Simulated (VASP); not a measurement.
# IrRh2 (P-3m1) in VASP: further runs

The runs below take IrRh2 through single point, relaxation of cell and atoms, with PBE.

All numbers are computed with VASP 6.6.1; they aren't measurements. Logs are shortened: lines on timing, memory, paths and dates and some standing lists are left out, and cuts for length are marked.

## 1. The cell of the first run

Symmetry: P-3m1, No. 164, trigonal system. The conventional cell has a = 2.690 Å, b = 2.690 Å, c = 13.194 Å, α = 90.00°, β = 90.00°, γ = 120.00°. Ir (site symmetry 3m) has 9 Ir at 2.69 Å and 3 Rh at 2.69 Å within 3.5 Å. Rh (site symmetry 3m) has 9 Rh at 2.69 Å and 3 Ir at 2.69 Å within 3.5 Å. Rh (site symmetry 3m) has 12 Rh at 2.69 Å within 3.5 Å.

## 2. Single point, PBE

File INCAR:

```
  ALGO = Normal
  EDIFF = 1E-6
  ENCUT = 520
  GGA = PE
  ISIF = 2
  ISMEAR = 0
  LASPH = True
  LCHARG = True
  LELF = True
  LREAL = False
  LVHAR = True
  LWAVE = False
  NBANDS = 48
  NELM = 80
  PREC = Accurate
  SIGMA = 0.1
```

File KPOINTS:

```
k-points
0
Gamma
  6 6 2
```

File POSCAR:

```
IrRh2
1.0
    2.6901333600      0.0000000000      0.0000000000
   -1.3450666800      2.3297238300      0.0000000000
    0.0000000000      0.0000000000     13.1935890600
Ir Rh
2 4
Direct
    0.3333333300      0.6666666700      0.4166666700
    0.6666666700      0.3333333300      0.5833333300
    0.3333333300      0.6666666700      0.7500000000
    0.3333333300      0.6666666700      0.0833333300
    0.6666666700      0.3333333300      0.9166666700
    0.6666666700      0.3333333300      0.2500000000
```

Potentials or basis: VASP PAW PBE potentials, release 64 (Ir, Rh_pv).

On the command line:

```
$ cat potpaw_PBE.64/Ir/POTCAR potpaw_PBE.64/Rh_pv/POTCAR > POTCAR
$ mpirun -np 1 vasp_std > vasp.out
```

OUTCAR:

```text
EDIFF = 1E-6
   ENCUT = 520
   GGA = PE
   ISIF = 2
   ISMEAR = 0
   LASPH = True
   LREAL = False
   NELM = 80
   PREC = Accurate

 ion  position               nearest neighbor table
   1  0.333  0.667  0.417-   2 2.69   2 2.69   2 2.69   6 2.69   6 2.69   6 2.69
   2  0.667  0.333  0.583-   1 2.69   1 2.69   1 2.69   3 2.69   3 2.69   3 2.69
   3  0.333  0.667  0.750-   2 2.69   5 2.69   2 2.69   5 2.69   2 2.69   5 2.69
   4  0.333  0.667  0.083-   5 2.69   5 2.69   5 2.69   6 2.69   6 2.69   6 2.69
   5  0.667  0.333  0.917-   4 2.69   4 2.69   4 2.69   3 2.69   3 2.69   3 2.69
   6  0.667  0.333  0.250-   1 2.69   4 2.69   1 2.69   4 2.69   1 2.69   4 2.69

  LATTYP: Found a hexagonal cell.
 ALAT       =     2.6901333600
 C/A-ratio  =     4.9044368046

  Lattice vectors:

 A1 = (   2.6901333600,   0.0000000000,   0.0000000000)
 A2 = (  -1.3450666800,   2.3297238300,   0.0000000000)
 A3 = (   0.0000000000,   0.0000000000,  13.1935890600)

Analysis of symmetry for initial positions (statically):
=====================================================================
 Subroutine PRICEL returns:
 Original cell was already a primitive cell.

 Routine SETGRP: Setting up the symmetry group for a
 hexagonal supercell.

 Subroutine GETGRP returns: Found 12 space group operations
 (whereof 12 operations were pure point group operations)
 out of a pool of 24 trial point group operations.

The static configuration has the point symmetry D_3d.

Analysis of symmetry for dynamics (positions and initial velocities):
=====================================================================
 Subroutine PRICEL returns:
 Original cell was already a primitive cell.

 Routine SETGRP: Setting up the symmetry group for a
 hexagonal supercell.

 Subroutine GETGRP returns: Found 12 space group operations
 (whereof 12 operations were pure point group operations)
 out of a pool of 24 trial point group operations.

The dynamic configuration has the point symmetry D_3d.

 Subroutine INISYM returns: Found 12 space group operations
 (whereof 12 operations are pure point group operations),
 and found     1 'primitive' translations

----------------------------------------------------------------------------------------

                                     Primitive cell

  volume of cell :      82.6878

  direct lattice vectors                    reciprocal lattice vectors
     2.690133360  0.000000000  0.000000000     0.371728783  0.214617713  0.000000000
    -1.345066680  2.329723830  0.000000000     0.000000000  0.429235426  0.000000000
     0.000000000  0.000000000 13.193589060     0.000000000  0.000000000  0.075794387

  length of vectors
     2.690133360  2.690133361 13.193589060     0.429235426  0.429235426  0.075794387

  position of ions in fractional coordinates (direct lattice)
     0.333333330  0.666666670  0.416666670
     0.666666670  0.333333330  0.583333330
     0.333333330  0.666666670  0.750000000
     0.333333330  0.666666670  0.083333330
     0.666666670  0.333333330  0.916666670
     0.666666670  0.333333330  0.250000000

  ion indices of the primitive-cell ions
   primitive index   ion index
                 1           1
                 2           2
                 3           3
                 4           4
                 5           5
                 6           6

----------------------------------------------------------------------------------------

 KPOINTS: k-points

Automatic generation of k-mesh.
 Grid dimensions read from file:
 generate k-points for:    6    6    2

 Generating k-lattice:

  Cartesian coordinates                     Fractional coordinates (reciprocal lattice)
     0.061954797  0.035769619  0.000000000     0.166666667 -0.000000000  0.000000000
     0.000000000  0.071539238  0.000000000     0.000000000  0.166666667  0.000000000
     0.000000000  0.000000000  0.037897194     0.000000000  0.000000000  0.500000000

  Length of vectors
     0.071539238  0.071539238  0.037897194

  Shift w.r.t. Gamma in fractional coordinates (k-lattice)
     0.000000000  0.000000000  0.000000000

 Subroutine IBZKPT returns following result:
 ===========================================

 Found     14 irreducible k-points:

 Following reciprocal coordinates:
            Coordinates               Weight
  0.000000  0.000000  0.000000      1.000000
  0.166667  0.000000  0.000000      6.000000
  0.333333  0.000000  0.000000      6.000000
  0.500000 -0.000000  0.000000      3.000000
  0.166667  0.166667  0.000000      6.000000
  0.333333  0.166667  0.000000     12.000000
  0.333333  0.333333  0.000000      2.000000
  0.000000  0.000000  0.500000      1.000000
  0.166667  0.000000  0.500000      6.000000
  0.333333  0.000000  0.500000      6.000000
  0.500000 -0.000000  0.500000      3.000000
  0.166667  0.166667  0.500000      6.000000
  0.333333  0.166667  0.500000     12.000000
  0.333333  0.333333  0.500000      2.000000
   k-points           NKPTS =     14   k-points in BZ     NKDIM =     14   number of bands    NBANDS=     48
   number of dos      NEDOS =    301   number of ions     NIONS =      6
   total plane-waves  NPLWV =  39200
   dimension x,y,z NGX =    20 NGY =   20 NGZ =   98
   dimension x,y,z NGXF=    40 NGYF=   40 NGZF=  196
   ions per type =               2   4
   NGX,Y,Z   is equivalent  to a cutoff of  12.36, 12.36, 12.35 a.u.
   NGXF,Y,Z  is equivalent  to a cutoff of  24.72, 24.72, 24.70 a.u.
 SYSTEM =  unknown system
   PREC   = accura    normal or accurate (medium, high low for compatibility)
   ISTART =      0    job   : 0-new  1-cont  2-samecut
   ICHARG =      2    charge: 1-file 2-atom 10-const
   ISPIN  =      1    spin polarized calculation?
   LNONCOLLINEAR =      F non collinear calculations
   LSORBIT =      F    spin-orbit coupling
   LASPH  =      T    aspherical Exc in radial PAW
   ENCUT  =  520.0 eV  38.22 Ry    6.18 a.u.   5.00  5.00 24.53*2*pi/ulx,y,z
   NELM   =     80;   NELMIN=  2; NELMDL= -5     # of ELM steps
   EDIFF  = 0.1E-05   stopping-criterion for ELM
   LREAL  =      F    real-space projection
   EDIFFG = 0.1E-04   stopping-criterion for IOM
   NSW    =      0    number of steps for IOM
   IBRION =     -1    ionic relax: 0-MD 1-quasi-New 2-CG
   NFREE  =      0    steps in history (QN), initial steepest desc. (CG)
   ISIF   =      2    stress and relaxation
   ISYM   =      2    0-nonsym 1-usesym 2-fastsym
   POTIM  = 0.5000    time-step for ionic-motion
   TEBEG  =    0.0;   TEEND  =   0.0 temperature during run
   PSTRESS=    0.0 pullay stress
   NELECT =      78.0000    total number of electrons
   NUPDOWN=      -1.0000    fix difference up-down
   EMIN   =  10.00;   EMAX   =-10.00  energy-range for DOS
   EFERMI =   0.00;   METHOD = LEGACY
   ISMEAR =     0;   SIGMA  =   0.10  broadening in eV -4-tet -1-fermi 0-gaus
   EFERMI_NEDOS =   21; number of points for ismear=-14 and -15
   IALGO  =     38    algorithm
   IMIX   =      4    mixing-type and parameters
     AMIX     =   0.40;   BMIX     =  1.00
     AMIX_MAG =   1.60;   BMIX_MAG =  1.00
  volume/ion in A,a.u.               =      13.78        93.00
  Fermi-wavevector in a.u.,A,eV,Ry     =   1.605558  3.034064 35.073317  2.577816
  Thomas-Fermi vector in A             =   2.701885
   LORBIT       =      0    0 simple, 1 ext, 2 COOP (PROOUT), +10 PAW based schemes
   GGA     = PE    functional components
   LHFCALC =     F    Hartree Fock is set to
   AEXX    =    0.0000 exact exchange contribution
   IVDW    =     0    specifies the selected vdW correction
   LEPSILON=     F    determine dielectric tensor
   LRPA    =     F    only Hartree local field effects (RPA)
 non-spin polarized calculation
 Gauss-broadening in eV      SIGMA  =   0.10
  energy-cutoff  :      520.00
  volume of cell :       82.69
 maximum number of plane-waves:      2256
 NGX is ok and might be reduce to    20
   NGX =  9   NGY =  9   NGZ = 49

 number of electron      78.0000000 magnetization

 Free energy of the ion-electron system (eV)
  ---------------------------------------------------
  ext. energy  EPLUGINS =         0.00000000
  ---------------------------------------------------
  free energy    TOTEN  =       -46.24253212 eV

  energy without entropy =      -46.18347621  energy(sigma->0) =      -46.21300416

 E-fermi :  11.5040     XC(G=0): -14.0618

 val. band max:       11.4972698744   @ k =   0.3333   0.1667   0.0000
 cond. band min:      11.5272393041   @ k =   0.0000   0.0000   0.0000
 fundamental gap:      0.0299694297
 Fermi energy:        11.5039914170

 k-point     1 :       0.0000    0.0000    0.0000
  band No.  band energies     occupation
      1     -35.5716      2.00000
      2     -35.4335      2.00000
      3     -35.2025      2.00000
      4     -34.9788      2.00000
      5     -34.9390      2.00000
      6     -34.9390      2.00000
[... 40 lines left out ...]
     47      11.8632      0.00000
     48      11.8632      0.00000

 k-point     2 :       0.1667    0.0000    0.0000
  band No.  band energies     occupation
      1     -35.5223      2.00000
      2     -35.4138      2.00000
      3     -35.2256      2.00000
      4     -35.0933      2.00000
      5     -35.0601      2.00000
      6     -35.0281      2.00000
[... 40 lines left out ...]
     47      13.0217      0.00000
     48      15.6380      0.00000

 k-point     3 :       0.3333    0.0000    0.0000
  band No.  band energies     occupation
      1     -35.4506      2.00000
      2     -35.4339      2.00000
      3     -35.3767      2.00000
      4     -35.3560      2.00000
      5     -35.2816      2.00000
      6     -35.2029      2.00000
[... 40 lines left out ...]
     47      14.8015      0.00000
     48      19.5404      0.00000

 k-point     4 :       0.5000   -0.0000    0.0000
  band No.  band energies     occupation
      1     -35.5418      2.00000
      2     -35.5175      2.00000
      3     -35.5068      2.00000
      4     -35.4304      2.00000
      5     -35.2850      2.00000
      6     -35.2216      2.00000
[... 448 lines left out ...]
     47      16.4658      0.00000
     48      16.8800      0.00000

 k-point    13 :       0.3333    0.1667    0.5000
  band No.  band energies     occupation
      1     -35.4748      2.00000
      2     -35.4579      2.00000
      3     -35.4369      2.00000
      4     -35.3834      2.00000
      5     -35.2870      2.00000
      6     -35.2186      2.00000
[... 40 lines left out ...]
     47      18.2734      0.00000
     48      18.4209      0.00000

 k-point    14 :       0.3333    0.3333    0.5000
  band No.  band energies     occupation
      1     -35.4066      2.00000
      2     -35.4066      2.00000
      3     -35.3623      2.00000
      4     -35.3408      2.00000
      5     -35.3408      2.00000
      6     -35.3359      2.00000
[... 40 lines left out ...]
     47      18.5672      0.00000
     48      18.5825      0.00000

------------------------ aborting loop because EDIFF is reached ----------------------------------------

  FORCE on cell =-STRESS in cart. coord.  units (eV):
  Direction    XX          YY          ZZ          XY          YZ          ZX
  --------------------------------------------------------------------------------------
  -------------------------------------------------------------------------------------
  Total        7.9096255      7.9096255      1.8459578      0.0000000      0.0000000      0.0000000
  in kB      153.2587570    153.2587571     35.7677116      0.0000000      0.0000000      0.0000000
  external PRESSURE =     114.0950753 kB  Pullay stress =       0.0000000 kB

 VOLUME and BASIS-vectors are now :
 -----------------------------------------------------------------------------
  energy-cutoff  :      520.00
  volume of cell :       82.69
      direct lattice vectors                 reciprocal lattice vectors
     2.690133360  0.000000000  0.000000000     0.371728783  0.214617713  0.000000000
    -1.345066680  2.329723830  0.000000000     0.000000000  0.429235426  0.000000000
     0.000000000  0.000000000 13.193589060     0.000000000  0.000000000  0.075794387

 POSITION                                       TOTAL-FORCE (eV/Angst)
 -----------------------------------------------------------------------------------
     -0.00000      1.55315      5.49733        -0.000000     -0.000000     -0.034870
      1.34507      0.77657      7.69626         0.000000      0.000000      0.034870
     -0.00000      1.55315      9.89519        -0.000000     -0.000000      0.063699
     -0.00000      1.55315      1.09947        -0.000000      0.000000     -0.124841
      1.34507      0.77657     12.09412        -0.000000     -0.000000      0.124841
      1.34507      0.77657      3.29840         0.000000      0.000000     -0.063699
 -----------------------------------------------------------------------------------
    total drift:                                0.000000      0.000000      0.000000

  FREE ENERGIE OF THE ION-ELECTRON SYSTEM (eV)
  ---------------------------------------------------
  free  energy   TOTEN  =       -46.2425321190 eV

  energy  without entropy=      -46.1834762062  energy(sigma->0) =      -46.21300416
```

It took 2 min on 1 thread of Intel Xeon Platinum 8259CL at 2.50GHz (Skylake/Cascade Lake), shared host; peak memory 0.21 GiB.

What came out:

```yaml
Free_energy: -46.2425 eV
Pressure: 11.4 GPa
Largest_force: 0.125 eV/Å
Band_gap_on_the_k_mesh: zero (band 39 reaches 12.33 eV, above the bottom of band 40 at 9.95 eV)
```

Forces on the atoms (eV/Å):
```
Ir   0.000  0.000 -0.035
Ir   0.000  0.000  0.035
Rh   0.000  0.000  0.064
Rh   0.000  0.000 -0.125
Rh   0.000  0.000  0.125
Rh   0.000  0.000 -0.064
```

Caveat: the k points lie up to 0.45 Å⁻¹ apart; spin-orbit coupling is left out, which moves the levels of the heavy elements.

## 3. Single point, PBE

This run uses another cell than the first one, of 14.28 Å³/atom, 1.036 times its volume.

File INCAR:

```
PREC = Accurate
ENCUT = 520
EDIFF = 1E-7
ISMEAR = 0
SIGMA = 0.1
LREAL = False
LASPH = True
NELM = 60
ALGO = Normal
ISIF = 2
LWAVE = False
LCHARG = False
GGA = PE
NBANDS = 48
```

File KPOINTS:

```
regular mesh
0
Gamma
  6 6 2
```

File POSCAR:

```
IrRh2
1.0
    2.7528481380      0.0000000000      0.0000000000
   -1.3764240690      2.3840364202      0.0000000000
    0.0000000000      0.0000000000     13.0587196213
Ir Rh
2 4
Direct
    0.3333333333      0.6666666667      0.4166765564
    0.6666666667      0.3333333333      0.5833234436
    0.3333333333      0.6666666667      0.7504226598
    0.3333333333      0.6666666667      0.0824984850
    0.6666666667      0.3333333333      0.9175015150
    0.6666666667      0.3333333333      0.2495773402
```

Potentials or basis: VASP PAW PBE potentials, release 64 (Ir, Rh_pv).

On the command line:

```
$ cat potpaw_PBE.64/Ir/POTCAR potpaw_PBE.64/Rh_pv/POTCAR > POTCAR
$ mpirun -np 1 vasp_std > vasp.out
```

It took 2.1 min on 1 thread of Intel Xeon Platinum 8259CL at 2.50GHz (Skylake/Cascade Lake), shared host; peak memory 0.21 GiB.

The run converged. Its results:

```yaml
Free_energy: -46.4166 eV
Pressure: 0.2 GPa
Largest_force: 0.020 eV/Å
Band_gap_on_the_k_mesh: zero (band 39 reaches 11.60 eV, above the bottom of band 40 at 9.43 eV)
```

Forces in eV/Å, atoms in the order of the input:
```
Ir   0.000  0.000 -0.020
Ir   0.000  0.000  0.020
Rh   0.000  0.000  0.020
Rh   0.000  0.000  0.012
Rh   0.000  0.000 -0.012
Rh   0.000  0.000 -0.020
```

Stress tensor (GPa, compression positive):
```
0.14 0.00 0.00
0.00 0.14 0.00
0.00 0.00 0.24
```

Levels at points of the mesh, in eV from the Fermi level:
```csv
k point,band 36,band 37,band 38,band 39,band 40,band 41,band 42,band 43,band 44,band 45
"(0.00, 0.00, 0.00)",-2.10,-2.10,-1.05,-1.05,-1.04,-1.04,0.00,0.00,0.06,0.06
"(0.50, 0.00, 0.00)",0.55,0.64,0.65,0.68,0.84,0.92,1.13,1.28,1.32,2.91
"(0.00, 0.00, 0.50)",-1.78,-1.68,-1.68,-0.70,-0.39,-0.39,-0.37,-0.37,-0.21,0.13
"(0.50, 0.00, 0.50)",0.26,0.49,0.55,0.62,0.65,0.93,1.13,2.06,2.23,2.61
```

Caveat: the k points lie up to 0.44 Å⁻¹ apart; spin-orbit coupling is left out, which moves the levels of the heavy elements.

## 4. Relaxation of cell and atoms, PBE

File INCAR:

```
PREC = Accurate
ENCUT = 600
EDIFF = 1E-6
ISMEAR = 0
SIGMA = 0.1
LREAL = F
LASPH = T
NELM = 80
ALGO = Fast
ISIF = 3
LWAVE = F
LCHARG = F
GGA = PE
IBRION = 2
NSW = 90
EDIFFG = -0.04
```

File KPOINTS:

```
Automatic mesh
0
Gamma
  6 6 2
```

File POSCAR:

```
IrRh2
1.0
    2.6901333600      0.0000000000      0.0000000000
   -1.3450666800      2.3297238300      0.0000000000
    0.0000000000      0.0000000000     13.1935890600
Ir Rh
2 4
Direct
    0.3333333300      0.6666666700      0.4166666700
    0.6666666700      0.3333333300      0.5833333300
    0.3333333300      0.6666666700      0.7500000000
    0.3333333300      0.6666666700      0.0833333300
    0.6666666700      0.3333333300      0.9166666700
    0.6666666700      0.3333333300      0.2500000000
```

On the command line:

```
$ cat potpaw_PBE.64/Ir/POTCAR potpaw_PBE.64/Rh_pv/POTCAR > POTCAR
$ mpirun -np 1 vasp_std > vasp.out
```

Wall time 15 min (1 thread of Intel Xeon Platinum 8259CL at 2.50GHz (Skylake/Cascade Lake), shared host); peak memory 0.28 GiB.

Results (log left out):

```
Free energy                            : -46.4143 eV
Relaxed volume                         : 14.29 Å³/atom
Relaxed cell                           : a = 2.753 Å, b = 2.753 Å, c = 13.067 Å, α = 90.00°, β = 90.00°, γ = 120.00°
Space group after relaxing (to 0.05 Å) : P-3m1 (No. 164)
Energy gained by relaxing              : 28.4 meV/atom
Ionic steps                            : 8
Pressure after relaxing                : 0.0 GPa
Largest force after relaxing           : 0.036 eV/Å
Band gap on the k mesh                 : zero (band 39 reaches 11.58 eV, above the bottom of band 40 at 9.42 eV)
```

Forces in eV/Å, atoms in the order of the input:
```
Ir   0.000  0.000 -0.012
Ir   0.000  0.000  0.012
Rh   0.000  0.000  0.036
Rh   0.000  0.000 -0.031
Rh   0.000  0.000  0.031
Rh   0.000  0.000 -0.036
```

Step by step:
```
step  energy change (eV)  largest force (eV/Å)  pressure (GPa)  volume (Å³)
   1              0.0000                0.1244           11.40        82.69
   2              0.5376                0.2230          -22.01        94.92
   3             -0.1460                0.1067           -1.92        86.31
   4             -0.1462                0.1071           -1.48        86.17
   5             -0.1660                0.0669            0.80        85.55
   6             -0.1701                0.0690            0.08        85.73
   7             -0.1701                0.0690            0.02        85.74
   8             -0.1705                0.0361           -0.04        85.76
```

Final structure:
```
CELL_PARAMETERS angstrom
2.75289 0.00000 0.00000
-1.37645 2.38407 0.00000
0.00000 0.00000 13.06674
ATOMIC_POSITIONS crystal
Ir 0.33333 0.66667 0.41672
Ir 0.66667 0.33333 0.58328
Rh 0.33333 0.66667 0.75021
Rh 0.33333 0.66667 0.08274
Rh 0.66667 0.33333 0.91726
Rh 0.66667 0.33333 0.24978
```

Levels at points of the mesh, in eV from the Fermi level:
| k point | band 38 | band 39 | band 40 | band 41 | band 42 | band 43 |
| --- | --- | --- | --- | --- | --- | --- |
| (0.00, 0.00, 0.00) | -1.05 | -1.05 | -1.03 | -1.03 | 0.00 | 0.00 |
| (0.50, 0.00, 0.00) | 0.66 | 0.68 | 0.84 | 0.92 | 1.13 | 1.28 |
| (0.00, 0.00, 0.50) | -1.67 | -0.70 | -0.39 | -0.39 | -0.37 | -0.37 |
| (0.50, 0.00, 0.50) | 0.55 | 0.62 | 0.66 | 0.93 | 1.13 | 2.06 |

Caveat: the k points lie up to 0.44 Å⁻¹ apart in the final cell; spin-orbit coupling is left out, which moves the levels of the heavy elements.

[end of part 1 of 2]
